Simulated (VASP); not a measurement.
Here is a VASP 6.6.1 calculation.

INCAR

```
ALGO = Normal ; EDIFF = 1E-6
ENCUT = 520 ; GGA = PE
ISIF = 2 ; ISMEAR = 0
LASPH = True ; LCHARG = False
LREAL = False ; LWAVE = False
NBANDS = 16 ; NELM = 100
PREC = Accurate ; SIGMA = 0.1
```

KPOINTS

```
k-points
0
Gamma
  6 6 6
```

Contents of POSCAR:

```
AlN
1.0
   -2.2571880000      2.2891146200      2.5075531100
    2.2571880000     -2.2891146200      2.5075531100
    2.2571880000      2.2891146200     -2.5075531100
Al N
2 2
Direct
    0.6065581900      0.3565581900      0.2500000000
    0.3934418100      0.6434418100      0.7500000000
    0.1403873200      0.8903873200      0.2500000000
    0.8596126800      0.1096126800      0.7500000000
```

Potentials or basis: VASP PAW PBE potentials, release 64 (Al, N).

Run with:

```bash
$ cat potpaw_PBE.64/Al/POTCAR potpaw_PBE.64/N/POTCAR > POTCAR
$ mpirun -np 1 vasp_std > vasp.out
```

Problem. What does it give for the pressure?

Solution. -15.4 GPa.

Problem. Predict the band gap on the k mesh.

Solution. Zero (bands 8 and 9 overlap by 1.43 eV).

Problem. Predict the largest force.

Solution. 0.766 eV/Å.

Stress tensor (GPa, compression positive):
```
 -0.86   0.00   0.00
  0.00  -6.21   0.00
  0.00   0.00 -39.08
```

Caveat: the stress differs along the axes, from -39 to -1 GPa.
